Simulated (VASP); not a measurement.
# CdTe (F-43m) in VASP: a series of runs

Aim: see how the results for CdTe move with the level of theory and the settings. Levels: r2SCAN50, HSE06. Tasks: single point.

All numbers are computed with VASP 6.6.1; they aren't measurements. Logs are shortened: lines on timing, memory, paths and dates and some standing lists are left out, and cuts for length are marked.

## Step 1: The cell of the first run

The structure is cubic, space group F-43m (No. 216). The conventional cell has a = 6.410 Å, b = 6.410 Å, c = 6.410 Å, α = 90.00°, β = 90.00°, γ = 90.00°. Te (site symmetry -43m) has 4 Cd at 2.78 Å within 3.7 Å. Cd (site symmetry -43m) has 4 Te at 2.78 Å within 3.7 Å.

## Step 2: Single point, r2SCAN50

POSCAR

```
CdTe
1.0
    0.0000000000      3.2050000000      3.2050000000
    3.2050000000      0.0000000000      3.2050000000
    3.2050000000      3.2050000000      0.0000000000
Te Cd
1 1
Direct
    0.7500000000      0.7500000000      0.7500000000
    0.0000000000      0.0000000000      0.0000000000
```

INCAR.step1

```
SYSTEM = CdTe
  PREC = Accurate
  ENCUT = 520
  EDIFF = 1E-5
  ISMEAR = -1
  SIGMA = 0.05
  LREAL = .FALSE.
  LASPH = .TRUE.
  NELM = 80
  ALGO = Normal
  ISIF = 2
  LWAVE = .TRUE.
  LCHARG = .FALSE.
  NBANDS = 16
  GGA = PE
```

INCAR.step2

```
SYSTEM = CdTe
  PREC = Accurate
  ENCUT = 520
  EDIFF = 1E-6
  ISMEAR = -1
  SIGMA = 0.05
  LREAL = .FALSE.
  LASPH = .TRUE.
  NELM = 80
  ALGO = Normal
  ISIF = 2
  LWAVE = .FALSE.
  LCHARG = .FALSE.
  METAGGA = R2SCAN
  LHFCALC = .TRUE.
  AEXX = 0.5
  LMIXTAU = .TRUE.
  PRECFOCK = Normal
  NBANDS = 16
  ISTART = 1
```

KPOINTS

```
regular mesh
0
G
  4 4 4
  0 0 0
```

Potentials or basis: VASP PAW PBE potentials, release 64 (Te, Cd).

Run with:

```console
> cat potpaw_PBE.64/Te/POTCAR potpaw_PBE.64/Cd/POTCAR > POTCAR
> cp INCAR.step1 INCAR
> mpirun -np 1 vasp_std > vasp.out
> cp INCAR.step2 INCAR
> mpirun -np 1 vasp_std > vasp.out
```

OUTCAR:

```text
SYSTEM = CdTe
   PREC = Accurate
   ENCUT = 520
   EDIFF = 1E-6
   ISMEAR = -1
   LREAL = .FALSE.
   LASPH = .TRUE.
   NELM = 80
   ISIF = 2
   METAGGA = R2SCAN
   LHFCALC = .TRUE.
   AEXX = 0.5
   PRECFOCK = Normal
   ISTART = 1

 ion  position               nearest neighbor table
   1  0.750  0.750  0.750-   2 2.78   2 2.78   2 2.78   2 2.78
   2  0.000  0.000  0.000-   1 2.78   1 2.78   1 2.78   1 2.78

  LATTYP: Found a face centered cubic cell.
 ALAT       =     6.4100000000

  Lattice vectors:

 A1 = (   0.0000000000,   3.2050000000,   3.2050000000)
 A2 = (   3.2050000000,   0.0000000000,   3.2050000000)
 A3 = (   3.2050000000,   3.2050000000,   0.0000000000)

Analysis of symmetry for initial positions (statically):
=====================================================================
 Subroutine PRICEL returns:
 Original cell was already a primitive cell.

 Routine SETGRP: Setting up the symmetry group for a
 face centered cubic supercell.

 Subroutine GETGRP returns: Found 24 space group operations
 (whereof 24 operations were pure point group operations)
 out of a pool of 48 trial point group operations.

The static configuration has the point symmetry T_d .

Analysis of symmetry for dynamics (positions and initial velocities):
=====================================================================
 Subroutine PRICEL returns:
 Original cell was already a primitive cell.

 Routine SETGRP: Setting up the symmetry group for a
 face centered cubic supercell.

 Subroutine GETGRP returns: Found 24 space group operations
 (whereof 24 operations were pure point group operations)
 out of a pool of 48 trial point group operations.

The dynamic configuration has the point symmetry T_d .

 Subroutine INISYM returns: Found 24 space group operations
 (whereof 24 operations are pure point group operations),
 and found     1 'primitive' translations

----------------------------------------------------------------------------------------

                                     Primitive cell

  volume of cell :      65.8437

  direct lattice vectors                    reciprocal lattice vectors
     0.000000000  3.205000000  3.205000000    -0.156006240  0.156006240  0.156006240
     3.205000000  0.000000000  3.205000000     0.156006240 -0.156006240  0.156006240
     3.205000000  3.205000000  0.000000000     0.156006240  0.156006240 -0.156006240
[... 73 lines left out ...]
   ISIF   =      2    stress and relaxation
   ISYM   =      3    0-nonsym 1-usesym 2-fastsym
   POTIM  = 0.5000    time-step for ionic-motion
   TEBEG  =    0.0;   TEEND  =   0.0 temperature during run
   PSTRESS=    0.0 pullay stress
   NELECT =      18.0000    total number of electrons
   NUPDOWN=      -1.0000    fix difference up-down
   EMIN   =  10.00;   EMAX   =-10.00  energy-range for DOS
   EFERMI =   0.00;   METHOD = LEGACY
   ISMEAR =    -1;   SIGMA  =   0.05  broadening in eV -4-tet -1-fermi 0-gaus
   EFERMI_NEDOS =   21; number of points for ismear=-14 and -15
   IALGO  =     38    algorithm
   IMIX   =      1    mixing-type and parameters
     AMIX     =   0.40;   BMIX     =  1.00
     AMIX_MAG =   1.60;   BMIX_MAG =  1.00
  volume/ion in A,a.u.               =      32.92       222.17
  Fermi-wavevector in a.u.,A,eV,Ry     =   1.062497  2.007828 15.359610  1.128899
  Thomas-Fermi vector in A             =   2.197950
   LORBIT       =      0    0 simple, 1 ext, 2 COOP (PROOUT), +10 PAW based schemes
   METAGGA = R2SCAN    functional components
   LHFCALC =     T    Hartree Fock is set to
   PRECFOCK=normal    Normal, Fast or Accurate (Low or Medium for compatibility)
   ENCUT4O =  -1.0   cutoff for four orbital integrals eV
   NKREDX  =     1    reduce k-point grid by
   NKREDY  =     1    reduce k-point grid by
   NKREDZ  =     1    reduce k-point grid by
   AEXX    =    0.5000 exact exchange contribution
   HFSCREEN=    0.0000 screening length (either q_TF or 0.3 A-1)
   HFSCREENC=   0.0000 screening length for correlation (either q_TF or 0.3 A-1)
   ENCUTFOCK=  -1.0 apply spherical cutoff to Coloumb kernel
   IVDW    =     0    specifies the selected vdW correction
   LEPSILON=     F    determine dielectric tensor
   LRPA    =     F    only Hartree local field effects (RPA)
 non-spin polarized calculation
  energy-cutoff  :      520.00
  volume of cell :       65.84
 maximum number of plane-waves:      1807
 NGX is ok and might be reduce to    36
  NGX = 28; NGY = 28; NGZ = 28

 number of electron      17.9999995 magnetization

 Free energy of the ion-electron system (eV)
  ---------------------------------------------------
  ext. energy  EPLUGINS =         0.00000000
  ---------------------------------------------------
  free energy    TOTEN  =       -29.96422830 eV

  energy without entropy =      -29.96422830  energy(sigma->0) =      -29.96422830

 E-fermi :   1.8225     XC(G=0):  -5.2395

 val. band max:        0.7749558768   @ k =   0.0000   0.0000   0.0000
 cond. band min:       4.7423457042   @ k =   0.0000   0.0000   0.0000
 fundamental gap:      3.9673898274
 Fermi energy:         1.8225401500

 k-point     1 :       0.0000    0.0000    0.0000
  band No.  band energies     occupation
      1     -12.7345      2.00000
      2     -10.4291      2.00000
      3     -10.4291      2.00000
      4     -10.4291      2.00000
      5     -10.1259      2.00000
      6     -10.1259      2.00000
[... 129 lines left out ...]
      3     -10.2826      2.00000
      4     -10.1620      2.00000
      5     -10.1268      2.00000
      6      -9.1649      2.00000
[... 8 lines left out ...]
     15      16.1099      0.00000
     16      16.1431      0.00000

------------------------ aborting loop because EDIFF is reached ----------------------------------------

  FORCE on cell =-STRESS in cart. coord.  units (eV):
  Direction    XX          YY          ZZ          XY          YZ          ZX
  --------------------------------------------------------------------------------------
  -------------------------------------------------------------------------------------
  Total        0.7986442      0.7986442      0.7986442      0.0000000      0.0000000     -0.0000000
  in kB       19.4334472     19.4334472     19.4334472      0.0000000      0.0000000     -0.0000000
  external PRESSURE =      19.4334472 kB  Pullay stress =       0.0000000 kB

 VOLUME and BASIS-vectors are now :
 -----------------------------------------------------------------------------
  energy-cutoff  :      520.00
  volume of cell :       65.84
      direct lattice vectors                 reciprocal lattice vectors
     0.000000000  3.205000000  3.205000000    -0.156006240  0.156006240  0.156006240
     3.205000000  0.000000000  3.205000000     0.156006240 -0.156006240  0.156006240
     3.205000000  3.205000000  0.000000000     0.156006240  0.156006240 -0.156006240

 POSITION                                       TOTAL-FORCE (eV/Angst)
 -----------------------------------------------------------------------------------
      4.80750      4.80750      4.80750         0.000000     -0.000000      0.000000
      0.00000      0.00000      0.00000        -0.000000      0.000000     -0.000000
 -----------------------------------------------------------------------------------
    total drift:                               -0.000013     -0.000013     -0.000011

  FREE ENERGIE OF THE ION-ELECTRON SYSTEM (eV)
  ---------------------------------------------------
  free  energy   TOTEN  =       -29.9642283001 eV

  energy  without entropy=      -29.9642283000  energy(sigma->0) =      -29.96422830
```

OUTCAR.step1:

```text
SYSTEM = CdTe
   PREC = Accurate
   ENCUT = 520
   EDIFF = 1E-5
   ISMEAR = -1
   LREAL = .FALSE.
[... 355 lines left out ...]
      4.80750      4.80750      4.80750        -0.000000     -0.000000      0.000000
      0.00000      0.00000      0.00000         0.000000      0.000000     -0.000000
 -----------------------------------------------------------------------------------
    total drift:                                0.000000      0.000000      0.000000

  FREE ENERGIE OF THE ION-ELECTRON SYSTEM (eV)
  ---------------------------------------------------
  free  energy   TOTEN  =        -4.6609438363 eV

  energy  without entropy=       -4.6609344387  energy(sigma->0) =       -4.66093914
```

Run time: 50 min. Hardware: 1 thread of Intel Xeon 8259CL, shared host; peak memory 0.24 GiB.

What came out:

```
Free energy            : -29.9642 eV
Pressure               : 1.9 GPa
Band gap on the k mesh : 3.97 eV
```

Caveat: the k points lie up to 0.42 Å⁻¹ apart; the PAW data sets were made with another functional, which shifts forces and pressure a little; spin-orbit coupling is left out, which moves the levels of the heavy elements.

## Step 3: Single point, HSE06

POSCAR is that of step 2.

INCAR.step1

```
PREC     = Accurate       # precision mode
ENCUT    = 520            # plane-wave cutoff, eV
EDIFF    = 1E-5           # SCF threshold, eV
ISMEAR   = 0              # smearing method
SIGMA    = 0.01           # smearing width, eV
LREAL    = F              # projectors in reciprocal space
LASPH    = T              # aspherical terms in the spheres
NELM     = 60             # most SCF steps
ALGO     = Normal         # electronic algorithm
ISIF     = 2              # what is computed and relaxed
LWAVE    = T              # write WAVECAR
LCHARG   = F              # write CHGCAR
GGA      = PE             # functional
NBANDS   = 16             # bands
```

INCAR.step2

```
PREC     = Accurate       # precision mode
ENCUT    = 520            # plane-wave cutoff, eV
EDIFF    = 1E-6           # SCF threshold, eV
ISMEAR   = 0              # smearing method
SIGMA    = 0.01           # smearing width, eV
LREAL    = F              # projectors in reciprocal space
LASPH    = T              # aspherical terms in the spheres
NELM     = 60             # most SCF steps
ALGO     = Normal         # electronic algorithm
ISIF     = 2              # what is computed and relaxed
LWAVE    = F              # write WAVECAR
LCHARG   = F              # write CHGCAR
GGA      = PE             # functional
LHFCALC  = T              # exact exchange
HFSCREEN = 0.2079         # screening, 1/A
PRECFOCK = Normal       
ISTART   = 1            
NBANDS   = 16             # bands
```

KPOINTS

```
Automatic mesh
0
Gamma
  5 5 5
```

Potentials or basis: VASP PAW PBE potentials, release 64 (Te, Cd).

Run with:

```console
> cat potpaw_PBE.64/Te/POTCAR potpaw_PBE.64/Cd/POTCAR > POTCAR
> cp INCAR.step1 INCAR
> mpirun -np 1 vasp_std > vasp.out
> cp INCAR.step2 INCAR
> mpirun -np 1 vasp_std > vasp.out
```

OUTCAR:

```text
PREC = Accurate
   ENCUT = 520
   EDIFF = 1E-6
   ISMEAR = 0
   LREAL = F
   LASPH = T
   NELM = 60
   ISIF = 2
   GGA = PE
   LHFCALC = T
   HFSCREEN = 0.2079
   PRECFOCK = Normal
   ISTART = 1

 ion  position               nearest neighbor table
   1  0.750  0.750  0.750-   2 2.78   2 2.78   2 2.78   2 2.78
   2  0.000  0.000  0.000-   1 2.78   1 2.78   1 2.78   1 2.78

  LATTYP: Found a face centered cubic cell.
 ALAT       =     6.4100000000

  Lattice vectors:

 A1 = (   0.0000000000,   3.2050000000,   3.2050000000)
 A2 = (   3.2050000000,   0.0000000000,   3.2050000000)
 A3 = (   3.2050000000,   3.2050000000,   0.0000000000)

Analysis of symmetry for initial positions (statically):
=====================================================================
 Subroutine PRICEL returns:
 Original cell was already a primitive cell.

[... 157 lines left out ...]
  ext. energy  EPLUGINS =         0.00000000
  ---------------------------------------------------
  free energy    TOTEN  =        -5.98085531 eV

  energy without entropy =       -5.98085531  energy(sigma->0) =       -5.98085531

 E-fermi :   2.2484     XC(G=0):  -7.2818

 val. band max:        2.1460036485   @ k =   0.0000   0.0000   0.0000
 cond. band min:       3.8059151752   @ k =   0.0000   0.0000   0.0000
 fundamental gap:      1.6599115267
 Fermi energy:         2.2484470707

 k-point     1 :       0.0000    0.0000    0.0000
  band No.  band energies     occupation
      1     -10.2041      2.00000
      2      -7.5523      2.00000
      3      -7.5523      2.00000
      4      -7.5523      2.00000
      5      -7.2624      2.00000
      6      -7.2624      2.00000
[... 167 lines left out ...]
      3      -7.4203      2.00000
      4      -7.3023      2.00000
      5      -7.2547      2.00000
      6      -6.6112      2.00000
[... 8 lines left out ...]
     15      13.3818      0.00000
     16      15.4721      0.00000

------------------------ aborting loop because EDIFF is reached ----------------------------------------

  FORCE on cell =-STRESS in cart. coord.  units (eV):
  Direction    XX          YY          ZZ          XY          YZ          ZX
  --------------------------------------------------------------------------------------
  -------------------------------------------------------------------------------------
  Total        1.3713135      1.3713135      1.3713135      0.0000000      0.0000000     -0.0000000
  in kB       33.3682357     33.3682357     33.3682357      0.0000000      0.0000000     -0.0000000
  external PRESSURE =      33.3682357 kB  Pullay stress =       0.0000000 kB

 VOLUME and BASIS-vectors are now :
 -----------------------------------------------------------------------------
  energy-cutoff  :      520.00
  volume of cell :       65.84
      direct lattice vectors                 reciprocal lattice vectors
     0.000000000  3.205000000  3.205000000    -0.156006240  0.156006240  0.156006240
     3.205000000  0.000000000  3.205000000     0.156006240 -0.156006240  0.156006240
     3.205000000  3.205000000  0.000000000     0.156006240  0.156006240 -0.156006240

 POSITION                                       TOTAL-FORCE (eV/Angst)
 -----------------------------------------------------------------------------------
      4.80750      4.80750      4.80750         0.000000      0.000000     -0.000000
      0.00000      0.00000      0.00000        -0.000000     -0.000000      0.000000
 -----------------------------------------------------------------------------------
    total drift:                               -0.000006     -0.000015     -0.000009

  FREE ENERGIE OF THE ION-ELECTRON SYSTEM (eV)
  ---------------------------------------------------
  free  energy   TOTEN  =        -5.9808553068 eV

  energy  without entropy=       -5.9808553068  energy(sigma->0) =       -5.98085531
```

OSZICAR.step1:

```text
N       E                     dE             d eps       ncg     rms          rms(c)
DAV:   1     0.104363722848E+03    0.10436E+03   -0.84213E+03   320   0.978E+02
DAV:   2    -0.129709216254E+01   -0.10566E+03   -0.10042E+03   392   0.242E+02
DAV:   3    -0.490788081348E+01   -0.36108E+01   -0.36056E+01   392   0.463E+01
DAV:   4    -0.494047763479E+01   -0.32597E-01   -0.32596E-01   472   0.388E+00
DAV:   5    -0.494055078334E+01   -0.73149E-04   -0.73148E-04   416   0.173E-01    0.601E+00
DAV:   6    -0.472312383595E+01    0.21743E+00   -0.37293E-01   368   0.757E+00    0.484E+00
DAV:   7    -0.470656792493E+01    0.16556E-01   -0.11560E-01   368   0.223E+00    0.181E+00
DAV:   8    -0.470749407938E+01   -0.92615E-03   -0.11855E-02   344   0.126E+00    0.500E-01
DAV:   9    -0.470781627113E+01   -0.32219E-03   -0.97226E-04   384   0.340E-01    0.124E-01
DAV:  10    -0.470788051334E+01   -0.64242E-04   -0.11905E-04   400   0.103E-01    0.562E-02
DAV:  11    -0.470791923301E+01   -0.38720E-04   -0.73289E-05   376   0.603E-02    0.320E-02
DAV:  12    -0.470791815251E+01    0.10805E-05   -0.29319E-06   248   0.168E-02
   1 F= -.47079182E+01 E0= -.47079182E+01  d E =-.202053E-15
```

Run time: 20 min. Hardware: 1 thread of Oxide Virtual Turin-like, shared host; peak memory 0.3 GiB.

Results:

```yaml
Free_energy: -5.9809 eV
Pressure: 3.3 GPa
Band_gap_on_the_k_mesh: 1.66 eV
```

Levels at points of the mesh, in eV from the valence-band top:
| k point | band 7 | band 8 | band 9 | band 10 | band 11 | band 12 |
| --- | --- | --- | --- | --- | --- | --- |
| (0.00, 0.00, 0.00) | 0.00 | 0.00 | 0.00 | 1.66 | 5.45 | 5.45 |

Caveat: the cell stands under pressure; the PAW data sets were made with another functional, which shifts forces and pressure a little; spin-orbit coupling is left out, which moves the levels of the heavy elements.
